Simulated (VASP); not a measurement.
A run of VASP 6.6.1:

File POSCAR:

```
Pt
1.0
   -1.5573636253      1.5573636253      1.5573636253
    1.5573636253     -1.5573636253      1.5573636253
    1.5573636253      1.5573636253     -1.5573636253
Pt
1
Direct
    0.0000000000      0.0000000000      0.0000000000
```

Contents of INCAR.step1:

```
SYSTEM = Pt
  ALGO = Normal
  EDIFF = 1E-4
  ENCUT = 520
  GGA = PE
  ISMEAR = -1
  LASPH = .True.
  LCHARG = .False.
  LREAL = .False.
  LWAVE = .True.
  NBANDS = 11
  NELM = 80
  PREC = Accurate
  SIGMA = 0.1
```

INCAR.step2

```
SYSTEM = Pt
  ALGO = Normal
  EDIFF = 1E-7
  ENCUT = 520
  ISIF = 2
  ISMEAR = -1
  ISTART = 1
  LASPH = .True.
  LCHARG = .False.
  LMIXTAU = .True.
  LREAL = .False.
  LWAVE = .False.
  METAGGA = R2SCAN
  NBANDS = 11
  NELM = 80
  PREC = Accurate
  SIGMA = 0.1
```

File KPOINTS:

```
k-points
0
Gamma
  13 13 13
  0 0 0
```

Potentials or basis: VASP PAW PBE potentials, release 64 (Pt).

Run with:

```console
$ cat potpaw_PBE.64/Pt/POTCAR > POTCAR
$ cp INCAR.step1 INCAR
$ mpirun -np 1 vasp_std > vasp.out
$ cp INCAR.step2 INCAR
$ mpirun -np 1 vasp_std > vasp.out
```

Hardware: 1 thread of Intel(R) Xeon(R) 6975P-C (Granite Rapids), on a shared host.

Task: Estimate the wall time of this run.

Result: Wall time 19 s on 1 thread of Intel(R) Xeon(R) 6975P-C (Granite Rapids) (shared host), peak memory 0.13 GiB. Counts: k points 84.
